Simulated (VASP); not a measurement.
# Mo3H (Fm-3m) in VASP: single point with PBE

Aim: the single point of Mo3H with PBE.

Everything below comes from runs of VASP 6.6.1. Logs are shortened: lines on timing, memory, paths and dates and some standing lists are left out, and cuts for length are marked.

### Step 1. The cell of the first run

It takes space group Fm-3m (No. 225, cubic). The conventional cell has a = 6.065 Å, b = 6.065 Å, c = 6.065 Å, α = 90.00°, β = 90.00°, γ = 90.00°. H (site symmetry m-3m) has 14 Mo at 2.63 to 3.03 Å within 3.5 Å. Mo (site symmetry -43m) has 4 H at 2.63 Å and 10 Mo at 2.63 to 3.03 Å within 3.5 Å. Mo (site symmetry m-3m) has 8 Mo at 2.63 Å and 6 H at 3.03 Å within 3.5 Å.

### Step 2. Single point, PBE

INCAR

```
SYSTEM = Mo3H
PREC = Accurate
ENCUT = 520
EDIFF = 1E-7
ISMEAR = 0
SIGMA = 0.2
LREAL = .FALSE.
LASPH = .TRUE.
NELM = 100
ALGO = Normal
ISIF = 2
LWAVE = .FALSE.
LCHARG = .FALSE.
GGA = PE
NBANDS = 30
```

KPOINTS

```
Automatic mesh
0
G
  5 5 5
  0 0 0
```

POSCAR

```
Mo3H
1.0
    0.0000000000      3.0326489988      3.0326489988
    3.0326489988      0.0000000000      3.0326489988
    3.0326489988      3.0326489988      0.0000000000
H Mo
1 3
Direct
    0.0000000000      0.0000000000      0.0000000000
    0.2500000000      0.2500000000      0.2500000000
    0.7500000000      0.7500000000      0.7500000000
    0.5000000000      0.5000000000      0.5000000000
```

Potentials or basis: VASP PAW PBE potentials, release 64 (H, Mo_sv).

The run is started by

```console
cat potpaw_PBE.64/H/POTCAR potpaw_PBE.64/Mo_sv/POTCAR > POTCAR
mpirun -np 1 vasp_std > vasp.out
```

OUTCAR:

```text
SYSTEM = Mo3H
   PREC = Accurate
   ENCUT = 520
   EDIFF = 1E-7
   ISMEAR = 0
   LREAL = .FALSE.
   LASPH = .TRUE.
   NELM = 100
   ISIF = 2
   GGA = PE

 ion  position               nearest neighbor table
   1  0.000  0.000  0.000-
   2  0.250  0.250  0.250-   4 2.63   4 2.63   4 2.63   4 2.63   3 3.03   3 3.03   3 3.03   3 3.03
                             3 3.03   3 3.03
   3  0.750  0.750  0.750-   4 2.63   4 2.63   4 2.63   4 2.63   2 3.03   2 3.03   2 3.03   2 3.03
                             2 3.03   2 3.03
   4  0.500  0.500  0.500-   2 2.63   2 2.63   2 2.63   3 2.63   3 2.63   3 2.63   2 2.63   3 2.63

  LATTYP: Found a face centered cubic cell.
 ALAT       =     6.0652979976

  Lattice vectors:

 A1 = (   0.0000000000,   3.0326489988,   3.0326489988)
 A2 = (   3.0326489988,   0.0000000000,   3.0326489988)
 A3 = (   3.0326489988,   3.0326489988,   0.0000000000)

Analysis of symmetry for initial positions (statically):
=====================================================================
 Subroutine PRICEL returns:
 Original cell was already a primitive cell.

 Routine SETGRP: Setting up the symmetry group for a
 face centered cubic supercell.

 Subroutine GETGRP returns: Found 48 space group operations
 (whereof 48 operations were pure point group operations)
 out of a pool of 48 trial point group operations.

The static configuration has the point symmetry O_h .

Analysis of symmetry for dynamics (positions and initial velocities):
=====================================================================
 Subroutine PRICEL returns:
 Original cell was already a primitive cell.

 Routine SETGRP: Setting up the symmetry group for a
 face centered cubic supercell.

 Subroutine GETGRP returns: Found 48 space group operations
 (whereof 48 operations were pure point group operations)
 out of a pool of 48 trial point group operations.

The dynamic configuration has the point symmetry O_h .

 Subroutine INISYM returns: Found 48 space group operations
 (whereof 48 operations are pure point group operations),
 and found     1 'primitive' translations

----------------------------------------------------------------------------------------

                                     Primitive cell

  volume of cell :      55.7823

  direct lattice vectors                    reciprocal lattice vectors
     0.000000000  3.032648999  3.032648999    -0.164872361  0.164872361  0.164872361
     3.032648999  0.000000000  3.032648999     0.164872361 -0.164872361  0.164872361
     3.032648999  3.032648999  0.000000000     0.164872361  0.164872361 -0.164872361

  length of vectors
     4.288813344  4.288813344  4.288813344     0.285567306  0.285567306  0.285567306

  position of ions in fractional coordinates (direct lattice)
     0.000000000  0.000000000  0.000000000
     0.250000000  0.250000000  0.250000000
     0.750000000  0.750000000  0.750000000
     0.500000000  0.500000000  0.500000000

  ion indices of the primitive-cell ions
   primitive index   ion index
                 1           1
                 2           2
                 3           3
                 4           4

----------------------------------------------------------------------------------------

 KPOINTS: Automatic mesh

Automatic generation of k-mesh.
 Grid dimensions read from file:
 generate k-points for:    5    5    5

 Generating k-lattice:

  Cartesian coordinates                     Fractional coordinates (reciprocal lattice)
    -0.032974472  0.032974472  0.032974472     0.200000000  0.000000000  0.000000000
     0.032974472 -0.032974472  0.032974472     0.000000000  0.200000000  0.000000000
     0.032974472  0.032974472 -0.032974472     0.000000000  0.000000000  0.200000000

  Length of vectors
     0.057113461  0.057113461  0.057113461

  Shift w.r.t. Gamma in fractional coordinates (k-lattice)
     0.000000000  0.000000000  0.000000000

 Subroutine IBZKPT returns following result:
 ===========================================

 Found     10 irreducible k-points:

 Following reciprocal coordinates:
            Coordinates               Weight
  0.000000  0.000000  0.000000      1.000000
  0.200000  0.000000  0.000000      8.000000
  0.400000  0.000000  0.000000      8.000000
  0.200000  0.200000  0.000000      6.000000
  0.400000  0.200000  0.000000     24.000000
 -0.400000  0.200000  0.000000     24.000000
 -0.200000  0.200000  0.000000     12.000000
  0.400000  0.400000  0.000000      6.000000
 -0.400000  0.400000  0.000000     12.000000
 -0.400000  0.400000  0.200000     24.000000
   k-points           NKPTS =     10   k-points in BZ     NKDIM =     10   number of bands    NBANDS=     30
   number of dos      NEDOS =    301   number of ions     NIONS =      4
   total plane-waves  NPLWV =  32768
   dimension x,y,z NGX =    32 NGY =   32 NGZ =   32
   dimension x,y,z NGXF=    64 NGYF=   64 NGZF=   64
   ions per type =               1   3
   NGX,Y,Z   is equivalent  to a cutoff of  12.40, 12.40, 12.40 a.u.
   NGXF,Y,Z  is equivalent  to a cutoff of  24.81, 24.81, 24.81 a.u.
 SYSTEM =  Mo3H
   PREC   = accura    normal or accurate (medium, high low for compatibility)
   ISTART =      0    job   : 0-new  1-cont  2-samecut
   ICHARG =      2    charge: 1-file 2-atom 10-const
   ISPIN  =      1    spin polarized calculation?
   LNONCOLLINEAR =      F non collinear calculations
   LSORBIT =      F    spin-orbit coupling
   LASPH  =      T    aspherical Exc in radial PAW
   ENCUT  =  520.0 eV  38.22 Ry    6.18 a.u.   7.97  7.97  7.97*2*pi/ulx,y,z
   NELM   =    100;   NELMIN=  2; NELMDL= -5     # of ELM steps
   EDIFF  = 0.1E-06   stopping-criterion for ELM
   LREAL  =      F    real-space projection
   EDIFFG = 0.1E-05   stopping-criterion for IOM
   NSW    =      0    number of steps for IOM
   IBRION =     -1    ionic relax: 0-MD 1-quasi-New 2-CG
   NFREE  =      0    steps in history (QN), initial steepest desc. (CG)
   ISIF   =      2    stress and relaxation
   ISYM   =      2    0-nonsym 1-usesym 2-fastsym
   POTIM  = 0.5000    time-step for ionic-motion
   TEBEG  =    0.0;   TEEND  =   0.0 temperature during run
   PSTRESS=    0.0 pullay stress
   NELECT =      43.0000    total number of electrons
   NUPDOWN=      -1.0000    fix difference up-down
   EMIN   =  10.00;   EMAX   =-10.00  energy-range for DOS
   EFERMI =   0.00;   METHOD = LEGACY
   ISMEAR =     0;   SIGMA  =   0.20  broadening in eV -4-tet -1-fermi 0-gaus
   EFERMI_NEDOS =   21; number of points for ismear=-14 and -15
   IALGO  =     38    algorithm
   IMIX   =      4    mixing-type and parameters
     AMIX     =   0.40;   BMIX     =  1.00
     AMIX_MAG =   1.60;   BMIX_MAG =  1.00
  volume/ion in A,a.u.               =      13.95        94.11
  Fermi-wavevector in a.u.,A,eV,Ry     =   1.501063  2.836597 30.656501  2.253189
  Thomas-Fermi vector in A             =   2.612482
   LORBIT       =      0    0 simple, 1 ext, 2 COOP (PROOUT), +10 PAW based schemes
   GGA     = PE    functional components
   LHFCALC =     F    Hartree Fock is set to
   AEXX    =    0.0000 exact exchange contribution
   IVDW    =     0    specifies the selected vdW correction
   LEPSILON=     F    determine dielectric tensor
   LRPA    =     F    only Hartree local field effects (RPA)
 non-spin polarized calculation
 Gauss-broadening in eV      SIGMA  =   0.20
  energy-cutoff  :      520.00
  volume of cell :       55.78
 maximum number of plane-waves:      1524
   NGX = 15   NGY = 15   NGZ = 15

 number of electron      42.9999990 magnetization

 Free energy of the ion-electron system (eV)
  ---------------------------------------------------
  ext. energy  EPLUGINS =         0.00000000
  ---------------------------------------------------
  free energy    TOTEN  =       -32.63858708 eV

  energy without entropy =      -32.52225989  energy(sigma->0) =      -32.58042349

 E-fermi :  10.1851     XC(G=0): -12.5142

 val. band max:       10.1708527624   @ k =  -0.4000   0.4000   0.2000
 cond. band min:      10.2459001686   @ k =  -0.4000   0.4000   0.0000
 fundamental gap:      0.0750474061
 Fermi energy:        10.1851375255

 k-point     1 :       0.0000    0.0000    0.0000
  band No.  band energies     occupation
      1     -50.7438      2.00000
      2     -50.5118      2.00000
      3     -50.1652      2.00000
      4     -24.9787      2.00000
      5     -24.9787      2.00000
      6     -24.9787      2.00000
[... 22 lines left out ...]
     29      13.4160      0.00000
     30      20.1134      0.00000

 k-point     2 :       0.2000    0.0000    0.0000
  band No.  band energies     occupation
      1     -50.7091      2.00000
      2     -50.5213      2.00000
      3     -50.1922      2.00000
      4     -25.0935      2.00000
      5     -25.0680      2.00000
      6     -25.0680      2.00000
[... 22 lines left out ...]
     29      13.6462      0.00000
     30      18.0484      0.00000

 k-point     3 :       0.4000    0.0000    0.0000
  band No.  band energies     occupation
      1     -50.6323      2.00000
      2     -50.5493      2.00000
      3     -50.2438      2.00000
      4     -25.1532      2.00000
      5     -25.1532      2.00000
      6     -25.0748      2.00000
[... 22 lines left out ...]
     29      13.7716      0.00000
     30      14.9522      0.00000

 k-point     4 :       0.2000    0.2000    0.0000
  band No.  band energies     occupation
      1     -50.6976      2.00000
      2     -50.5231      2.00000
      3     -50.2024      2.00000
      4     -25.1766      2.00000
      5     -25.1766      2.00000
      6     -24.9619      2.00000
[... 22 lines left out ...]
     29      13.5686      0.00000
     30      18.5106      0.00000

 k-point     5 :       0.4000    0.2000    0.0000
  band No.  band energies     occupation
      1     -50.6347      2.00000
      2     -50.5402      2.00000
      3     -50.2506      2.00000
      4     -25.2525      2.00000
      5     -25.2295      2.00000
      6     -25.0064      2.00000
[... 22 lines left out ...]
     29      14.3800      0.00000
     30      15.5309      0.00000

 k-point     6 :      -0.4000    0.2000    0.0000
  band No.  band energies     occupation
      1     -50.5937      2.00000
      2     -50.5602      2.00000
      3     -50.2726      2.00000
      4     -25.2241      2.00000
      5     -25.2104      2.00000
      6     -25.0556      2.00000
[... 22 lines left out ...]
     29      14.2532      0.00000
     30      15.2407      0.00000

 k-point     7 :      -0.2000    0.2000    0.0000
  band No.  band energies     occupation
      1     -50.6597      2.00000
      2     -50.5346      2.00000
      3     -50.2304      2.00000
      4     -25.1650      2.00000
      5     -25.1370      2.00000
      6     -25.1142      2.00000
[... 22 lines left out ...]
     29      14.3013      0.00000
     30      16.9058      0.00000

 k-point     8 :       0.4000    0.4000    0.0000
  band No.  band energies     occupation
      1     -50.6010      2.00000
      2     -50.5412      2.00000
      3     -50.2845      2.00000
      4     -25.3489      2.00000
      5     -25.3489      2.00000
      6     -24.9150      2.00000
[... 22 lines left out ...]
     29      14.4149      0.00000
     30      15.0680      0.00000

 k-point     9 :      -0.4000    0.4000    0.0000
  band No.  band energies     occupation
      1     -50.5722      2.00000
      2     -50.5531      2.00000
      3     -50.3019      2.00000
      4     -25.3354      2.00000
      5     -25.3254      2.00000
      6     -24.8787      2.00000
[... 22 lines left out ...]
     29      13.9802      0.00000
     30      14.9565      0.00000

 k-point    10 :      -0.4000    0.4000    0.2000
  band No.  band energies     occupation
      1     -50.5834      2.00000
      2     -50.5531      2.00000
      3     -50.2905      2.00000
      4     -25.3534      2.00000
      5     -25.1676      2.00000
      6     -25.0290      2.00000
[... 22 lines left out ...]
     29      14.1404      0.00000
     30      15.0144      0.00000

------------------------ aborting loop because EDIFF is reached ----------------------------------------

  FORCE on cell =-STRESS in cart. coord.  units (eV):
  Direction    XX          YY          ZZ          XY          YZ          ZX
  --------------------------------------------------------------------------------------
  -------------------------------------------------------------------------------------
  Total        0.1130725      0.1130725      0.1130725     -0.0000000      0.0000000      0.0000000
  in kB        3.2476654      3.2476654      3.2476654     -0.0000000      0.0000000      0.0000000
  external PRESSURE =       3.2476654 kB  Pullay stress =       0.0000000 kB

 VOLUME and BASIS-vectors are now :
 -----------------------------------------------------------------------------
  energy-cutoff  :      520.00
  volume of cell :       55.78
      direct lattice vectors                 reciprocal lattice vectors
     0.000000000  3.032648999  3.032648999    -0.164872361  0.164872361  0.164872361
     3.032648999  0.000000000  3.032648999     0.164872361 -0.164872361  0.164872361
     3.032648999  3.032648999  0.000000000     0.164872361  0.164872361 -0.164872361

 POSITION                                       TOTAL-FORCE (eV/Angst)
 -----------------------------------------------------------------------------------
      0.00000      0.00000      0.00000         0.000000     -0.000000     -0.000000
      1.51632      1.51632      1.51632        -0.000000     -0.000000     -0.000000
      4.54897      4.54897      4.54897         0.000000      0.000000      0.000000
      3.03265      3.03265      3.03265         0.000000     -0.000000     -0.000000
 -----------------------------------------------------------------------------------
    total drift:                               -0.000000      0.000000      0.000000

  FREE ENERGIE OF THE ION-ELECTRON SYSTEM (eV)
  ---------------------------------------------------
  free  energy   TOTEN  =       -32.6385870823 eV

  energy  without entropy=      -32.5222598931  energy(sigma->0) =      -32.58042349
```

Run time: 37 s. Hardware: 1 thread of Intel Xeon Platinum 8259CL at 2.50GHz (Skylake/Cascade Lake), shared host; peak memory 0.17 GiB.

Results:

```
Free energy : -32.6386 eV
Pressure    : 0.3 GPa
```

Levels at points of the mesh, in eV from the Fermi level:
| k point | band 17 | band 18 | band 19 | band 20 | band 21 | band 22 | band 23 | band 24 | band 25 | band 26 |
| --- | --- | --- | --- | --- | --- | --- | --- | --- | --- | --- |
| (0.00, 0.00, 0.00) | -2.42 | -2.42 | -1.64 | -1.64 | -1.64 | 1.31 | 2.60 | 2.60 | 2.60 | 2.75 |
